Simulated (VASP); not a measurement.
Input of a VASP 6.6.1 run:

File INCAR:

```
  PREC = Accurate
  ENCUT = 520
  EDIFF = 1E-7
  ISMEAR = 0
  SIGMA = 0.1
  LREAL = False
  LASPH = True
  NELM = 80
  ALGO = Normal
  ISIF = 2
  LWAVE = False
  LCHARG = False
  GGA = PE
  NBANDS = 30
```

Contents of KPOINTS:

```
Automatic mesh
0
Gamma
  6 6 8
```

Contents of POSCAR:

```
In2Te2S
1.0
    5.9341605457      0.0000000000      0.0000000000
    0.0000000000      5.9341605457      0.0000000000
    0.0000000000      0.0000000000      4.9147303486
In Te S
2 2 1
Direct
    0.5000000000      0.0000000000      0.0000000000
    0.0000000000      0.5000000000      0.0000000000
    0.0000000000      0.0000000000      0.0000000000
    0.5000000000      0.5000000000      0.5000000000
    0.0000000000      0.0000000000      0.5000000000
```

Potentials or basis: VASP PAW PBE potentials, release 64 (In_d, Te, S).

The run is started by

```bash
$ cat potpaw_PBE.64/In_d/POTCAR potpaw_PBE.64/Te/POTCAR potpaw_PBE.64/S/POTCAR > POTCAR
$ mpirun -np 1 vasp_std > vasp.out
```

(1) What does it give for the band gap on the k mesh?

(2) What does it give for the pressure?

Answers

(1) zero (bands 22 and 23 overlap by 1.91 eV).

(2) 0.0 GPa.

Caveat: spin-orbit coupling is left out, which moves the levels of the heavy elements.
